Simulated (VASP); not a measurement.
# HC9 in VASP: further runs

HC9 is run at these levels: PBE+D3(BJ); tasks: single point.

Program: VASP 6.6.1. These are calculated values, not measurements. Logs are shortened: lines on timing, memory, paths and dates and some standing lists are left out, and cuts for length are marked.

## Step 1: The cell of the first run

The cell holds a slab with vacuum, 20 atoms: a = 7.398 Å, b = 7.398 Å, c = 12.000 Å, α = 90.00°, β = 90.00°, γ = 120.00°.

## Step 2: Single point, PBE+D3(BJ)

Input file INCAR:

```
ALGO     = Normal         # electronic algorithm
EDIFF    = 1E-6           # SCF threshold, eV
ENCUT    = 520            # plane-wave cutoff, eV
GGA      = PE             # functional
ISIF     = 2              # what is computed and relaxed
ISMEAR   = -1             # smearing method
IVDW     = 12             # dispersion correction
LASPH    = True           # aspherical terms in the spheres
LCHARG   = False          # write CHGCAR
LREAL    = Auto         
LWAVE    = False          # write WAVECAR
NBANDS   = 53             # bands
NELM     = 60             # most SCF steps
PREC     = Accurate       # precision mode
SIGMA    = 0.02           # smearing width, eV
```

Input file KPOINTS:

```
k-points
0
Gamma
  2 2 1
```

Input file POSCAR:

```
HC9
1.0
    7.3980000000      0.0000000000      0.0000000000
   -3.6990000000      6.4068560000      0.0000000000
    0.0000000000      0.0000000000     12.0000000000
C H
18 2
Direct
    0.0027050100      0.0135651598      0.0702341512
    0.2229214242      0.1236710176      0.0702502575
    0.0004535621      0.3462511242      0.0702593995
    0.2252021978      0.4586270090      0.0702518329
    0.0020829967      0.6818646077      0.0704522897
    0.2235764867      0.7926075888      0.0704523175
    0.3336978462      0.0128856611      0.0704165098
    0.5585743324      0.1253188837      0.0704613526
    0.3353425045      0.3485074984      0.0702753822
    0.5569214851      0.4593024075      0.0704365598
    0.3359859606      0.6801776616      0.0704193158
    0.5563002003      0.7903428929      0.0704561657
    0.6687345198      0.0151857399      0.0704315052
    0.8903026402      0.1259655871      0.0702653718
    0.6693629300      0.3468798697      0.0704662629
    0.8896764081      0.4570261364      0.0704307764
    0.6670802591      0.6795874378      0.0704537196
    0.8919468050      0.7920280963      0.0704036184
    0.0544632950      0.2209368084      0.3230613618
    0.1688813363      0.2566603120      0.3201212497
```

Potentials or basis: VASP PAW PBE potentials, release 64 (C, H).

The run is started by

```bash
cat potpaw_PBE.64/C/POTCAR potpaw_PBE.64/H/POTCAR > POTCAR
mpirun -np 1 vasp_std > vasp.out
```

OUTCAR:

```text
EDIFF = 1E-6
   ENCUT = 520
   GGA = PE
   ISIF = 2
   ISMEAR = -1
   IVDW = 12
   LASPH = True
   LREAL = Auto
   NELM = 60
   PREC = Accurate
 IVDW          = 12

 ion  position               nearest neighbor table
   1  0.003  0.014  0.070-   2 1.41  18 1.42  14 1.44
   2  0.223  0.124  0.070-   1 1.41   7 1.42   9 1.44
   3  0.000  0.346  0.070-  14 1.41  16 1.42   4 1.44
   4  0.225  0.459  0.070-   9 1.41  11 1.42   3 1.44
   5  0.002  0.682  0.070-  18 1.41   6 1.42  16 1.44
   6  0.224  0.793  0.070-   7 1.41   5 1.42  11 1.44
[... 10 lines left out ...]
  17  0.667  0.680  0.070-  10 1.41  12 1.42  18 1.44
  18  0.892  0.792  0.070-   5 1.41   1 1.42  17 1.44
  19  0.054  0.221  0.323-  20 0.75
  20  0.169  0.257  0.320-  19 0.75

  LATTYP: Found a hexagonal cell.
 ALAT       =     7.3980000000
 C/A-ratio  =     1.6220600162

  Lattice vectors:

 A1 = (   7.3980000000,   0.0000000000,   0.0000000000)
 A2 = (  -3.6990000000,   6.4068560000,   0.0000000000)
 A3 = (   0.0000000000,   0.0000000000,  12.0000000000)

Analysis of symmetry for initial positions (statically):
=====================================================================
 Subroutine PRICEL returns:
 Original cell was already a primitive cell.

 Routine SETGRP: Setting up the symmetry group for a
 hexagonal supercell.

 Subroutine GETGRP returns: Found  1 space group operations
 (whereof  1 operations were pure point group operations)
 out of a pool of 24 trial point group operations.

The static configuration has the point symmetry C_1 .

Analysis of symmetry for dynamics (positions and initial velocities):
=====================================================================
 Subroutine PRICEL returns:
 Original cell was already a primitive cell.

 Routine SETGRP: Setting up the symmetry group for a
 hexagonal supercell.

 Subroutine GETGRP returns: Found  1 space group operations
 (whereof  1 operations were pure point group operations)
 out of a pool of 24 trial point group operations.

The dynamic configuration has the point symmetry C_1 .

 Subroutine INISYM returns: Found  1 space group operations
 (whereof  1 operations are pure point group operations),
 and found     1 'primitive' translations

----------------------------------------------------------------------------------------

                                     Primitive cell

  volume of cell :     568.7750

  direct lattice vectors                    reciprocal lattice vectors
     7.398000000  0.000000000  0.000000000     0.135171668  0.078041398  0.000000000
    -3.699000000  6.406856000  0.000000000     0.000000000  0.156082796  0.000000000
     0.000000000  0.000000000 12.000000000     0.000000000  0.000000000  0.083333333

  length of vectors
     7.398000000  7.398000054 12.000000000     0.156082797  0.156082796  0.083333333

  position of ions in fractional coordinates (direct lattice)
     0.002705010  0.013565160  0.070234151
     0.222921424  0.123671018  0.070250257
     0.000453562  0.346251124  0.070259400
     0.225202198  0.458627009  0.070251833
     0.002082997  0.681864608  0.070452290
     0.223576487  0.792607589  0.070452317
[... 12 lines left out ...]
     0.054463295  0.220936808  0.323061362
     0.168881336  0.256660312  0.320121250

  ion indices of the primitive-cell ions
   primitive index   ion index
                 1           1
                 2           2
                 3           3
                 4           4
                 5           5
                 6           6
[... 12 lines left out ...]
                19          19
                20          20

----------------------------------------------------------------------------------------

 KPOINTS: k-points

Automatic generation of k-mesh.
 Grid dimensions read from file:
 generate k-points for:    2    2    1

 Generating k-lattice:

  Cartesian coordinates                     Fractional coordinates (reciprocal lattice)
     0.067585834  0.039020699  0.000000000     0.500000000  0.000000000  0.000000000
     0.000000000  0.078041398  0.000000000     0.000000000  0.500000000  0.000000000
     0.000000000  0.000000000  0.083333333     0.000000000  0.000000000  1.000000000

  Length of vectors
     0.078041399  0.078041398  0.083333333

  Shift w.r.t. Gamma in fractional coordinates (k-lattice)
     0.000000000  0.000000000  0.000000000

 Subroutine IBZKPT returns following result:
 ===========================================

 Found      4 irreducible k-points:

 Following reciprocal coordinates:
            Coordinates               Weight
  0.000000  0.000000  0.000000      1.000000
  0.500000  0.000000  0.000000      1.000000
  0.000000  0.500000  0.000000      1.000000
  0.500000  0.500000  0.000000      1.000000
   k-points           NKPTS =      4   k-points in BZ     NKDIM =      4   number of bands    NBANDS=     53
   number of dos      NEDOS =    301   number of ions     NIONS =     20
   total plane-waves  NPLWV = 282240
   dimension x,y,z NGX =    56 NGY =   56 NGZ =   90
   dimension x,y,z NGXF=   112 NGYF=  112 NGZF=  180
   ions per type =              18   2
   NGX,Y,Z   is equivalent  to a cutoff of  12.58, 12.58, 12.47 a.u.
   NGXF,Y,Z  is equivalent  to a cutoff of  25.17, 25.17, 24.94 a.u.
 SYSTEM =  unknown system
   PREC   = accura    normal or accurate (medium, high low for compatibility)
   ISTART =      0    job   : 0-new  1-cont  2-samecut
   ICHARG =      2    charge: 1-file 2-atom 10-const
   ISPIN  =      1    spin polarized calculation?
   LNONCOLLINEAR =      F non collinear calculations
   LSORBIT =      F    spin-orbit coupling
   LASPH  =      T    aspherical Exc in radial PAW
   ENCUT  =  520.0 eV  38.22 Ry    6.18 a.u.  13.76 13.76 22.31*2*pi/ulx,y,z
   NELM   =     60;   NELMIN=  2; NELMDL= -5     # of ELM steps
   EDIFF  = 0.1E-05   stopping-criterion for ELM
   LREAL  =      T    real-space projection
   EDIFFG = 0.1E-04   stopping-criterion for IOM
   NSW    =      0    number of steps for IOM
   IBRION =     -1    ionic relax: 0-MD 1-quasi-New 2-CG
   NFREE  =      0    steps in history (QN), initial steepest desc. (CG)
   ISIF   =      2    stress and relaxation
   ISYM   =      2    0-nonsym 1-usesym 2-fastsym
   POTIM  = 0.5000    time-step for ionic-motion
   TEBEG  =    0.0;   TEEND  =   0.0 temperature during run
   PSTRESS=    0.0 pullay stress
   NELECT =      74.0000    total number of electrons
   NUPDOWN=      -1.0000    fix difference up-down
   EMIN   =  10.00;   EMAX   =-10.00  energy-range for DOS
   EFERMI =   0.00;   METHOD = LEGACY
   ISMEAR =    -1;   SIGMA  =   0.02  broadening in eV -4-tet -1-fermi 0-gaus
   EFERMI_NEDOS =   21; number of points for ismear=-14 and -15
   IALGO  =     38    algorithm
   IMIX   =      4    mixing-type and parameters
     AMIX     =   0.40;   BMIX     =  1.00
     AMIX_MAG =   1.60;   BMIX_MAG =  1.00
  volume/ion in A,a.u.               =      28.44       191.91
  Fermi-wavevector in a.u.,A,eV,Ry     =   0.829542  1.567608  9.362720  0.688140
  Thomas-Fermi vector in A             =   1.942107
   LORBIT       =      0    0 simple, 1 ext, 2 COOP (PROOUT), +10 PAW based schemes
   GGA     = PE    functional components
   LHFCALC =     F    Hartree Fock is set to
   AEXX    =    0.0000 exact exchange contribution
   IVDW    =    12    specifies the selected vdW correction
   LEPSILON=     F    determine dielectric tensor
   LRPA    =     F    only Hartree local field effects (RPA)
 non-spin polarized calculation
  energy-cutoff  :      520.00
  volume of cell :      568.78
 maximum number of plane-waves:     15363
 NGX is ok and might be reduce to    56
   NGX = 27   NGY = 27   NGZ = 45

 number of electron      74.0000000 magnetization

 Free energy of the ion-electron system (eV)
  ---------------------------------------------------
  ext. energy  EPLUGINS =         0.00000000
  ---------------------------------------------------
  free energy    TOTEN  =      -172.38784934 eV

  energy without entropy =     -172.38673222  energy(sigma->0) =     -172.38729078

 E-fermi :  -1.6845     XC(G=0):  -3.8596

 val. band max:       -1.7930758492   @ k =   0.0000   0.0000   0.0000
 cond. band min:      -1.5765585100   @ k =   0.0000   0.0000   0.0000
 fundamental gap:      0.2165173392
 Fermi energy:        -1.6844886261

 k-point     1 :       0.0000    0.0000    0.0000
  band No.  band energies     occupation
      1     -21.2067      2.00000
      2     -18.7046      2.00000
      3     -18.7044      2.00000
      4     -18.6004      2.00000
      5     -18.5990      2.00000
      6     -18.5618      2.00000
[... 41 lines left out ...]
     48       3.3274      0.00000
     49       3.3557      0.00000

 k-point     2 :       0.5000    0.0000    0.0000
  band No.  band energies     occupation
      1     -20.5528      2.00000
      2     -20.5527      2.00000
      3     -19.3043      2.00000
      4     -19.2158      2.00000
      5     -16.8134      2.00000
      6     -16.8109      2.00000
[... 41 lines left out ...]
     48       3.9003      0.00000
     49       4.2872      0.00000

 k-point     3 :       0.0000    0.5000    0.0000
  band No.  band energies     occupation
      1     -20.5529      2.00000
      2     -20.5525      2.00000
      3     -19.3044      2.00000
      4     -19.2156      2.00000
      5     -16.8124      2.00000
      6     -16.8122      2.00000
[... 41 lines left out ...]
     48       3.8815      0.00000
     49       4.3073      0.00000

 k-point     4 :       0.5000    0.5000    0.0000
  band No.  band energies     occupation
      1     -20.5529      2.00000
      2     -20.5525      2.00000
      3     -19.3043      2.00000
      4     -19.2157      2.00000
      5     -16.8126      2.00000
      6     -16.8117      2.00000
[... 41 lines left out ...]
     48       3.8895      0.00000
     49       4.2989      0.00000
 [bands above 49 left out]

------------------------ aborting loop because EDIFF is reached ----------------------------------------

 Edisp (eV)   -1.66678

 E8    (eV) :    -0.5129

  FORCE on cell =-STRESS in cart. coord.  units (eV):
  Direction    XX          YY          ZZ          XY          YZ          ZX
  --------------------------------------------------------------------------------------
  -------------------------------------------------------------------------------------
  Total       1.15030     1.16721    -0.16410    -0.00938    -0.00635     0.00417
  in kB       3.24028     3.28791    -0.46226    -0.02641    -0.01790     0.01175
  external pressure =        2.02 kB  Pullay stress =        0.00 kB

 VOLUME and BASIS-vectors are now :
 -----------------------------------------------------------------------------
  energy-cutoff  :      520.00
  volume of cell :      568.78
      direct lattice vectors                 reciprocal lattice vectors
     7.398000000  0.000000000  0.000000000     0.135171668  0.078041398  0.000000000
    -3.699000000  6.406856000  0.000000000     0.000000000  0.156082796  0.000000000
     0.000000000  0.000000000 12.000000000     0.000000000  0.000000000  0.083333333

 POSITION                                       TOTAL-FORCE (eV/Angst)
 -----------------------------------------------------------------------------------
     -0.03017      0.08691      0.84281        -0.016404      0.001712     -0.002181
      1.19171      0.79234      0.84300         0.008840      0.024701      0.001839
     -1.27743      2.21838      0.84311         0.001562     -0.000502     -0.001447
     -0.03042      2.93836      0.84302         0.003349     -0.002584     -0.001567
     -2.50681      4.36861      0.84543        -0.010413     -0.018920     -0.000126
     -1.27784      5.07812      0.84543         0.018578      0.001901     -0.000812
[... 12 lines left out ...]
     -0.41433      1.41551      3.87674         0.011806      0.001949     -0.002715
      0.30000      1.64439      3.84145        -0.011177     -0.004785     -0.001179
 -----------------------------------------------------------------------------------
    total drift:                               -0.007945      0.032255      0.044977

  FREE ENERGIE OF THE ION-ELECTRON SYSTEM (eV)
  ---------------------------------------------------
  free  energy   TOTEN  =      -174.0546261261 eV

  energy  without entropy=     -174.0535090083  energy(sigma->0) =     -174.05406757
```

Run time: 7.1 min. Hardware: 1 thread of Intel Xeon 8259CL, shared host; peak memory 0.57 GiB.

Results:

```
Free energy                : -174.0546 eV
Largest force              : 0.026 eV/Å
Band gap on the k mesh     : 0.22 eV
Dispersion energy per atom : -0.083 eV
```

Forces in eV/Å, atoms in the order of the input:
```
C   -0.016  0.002 -0.002
C    0.009  0.025  0.002
C    0.002 -0.001 -0.001
C    0.003 -0.003 -0.002
C   -0.010 -0.019  0.000
C    0.019  0.002 -0.001
C    0.013  0.012  0.002
C   -0.018 -0.007  0.003
C    0.007 -0.006  0.000
C    0.005 -0.006 -0.001
C   -0.001  0.005  0.002
C   -0.005  0.003  0.000
C   -0.002 -0.005  0.002
C    0.013 -0.010  0.004
C   -0.012  0.017 -0.001
C   -0.008  0.010 -0.002
C    0.016 -0.003 -0.001
C   -0.014 -0.014  0.001
H    0.012  0.002 -0.003
H   -0.011 -0.005 -0.001
```

Levels at points of the mesh, in eV from the valence-band top:
```tsv
k point	band 34	band 35	band 36	band 37	band 38	band 39	band 40	band 41
(0.00, 0.00, 0.00)	-2.93	-2.93	0.00	0.00	0.22	0.22	3.42	4.51
(0.50, 0.00, 0.00)	-2.57	-2.52	-2.52	-2.25	1.79	2.59	2.59	2.66
(0.00, 0.50, 0.00)	-2.57	-2.52	-2.52	-2.25	1.79	2.59	2.59	2.66
(0.50, 0.50, 0.00)	-2.57	-2.52	-2.52	-2.25	1.79	2.59	2.59	2.66
```

Caveat: the k points lie up to 0.49 Å⁻¹ apart.

(Part 1 of 2 ends here.)
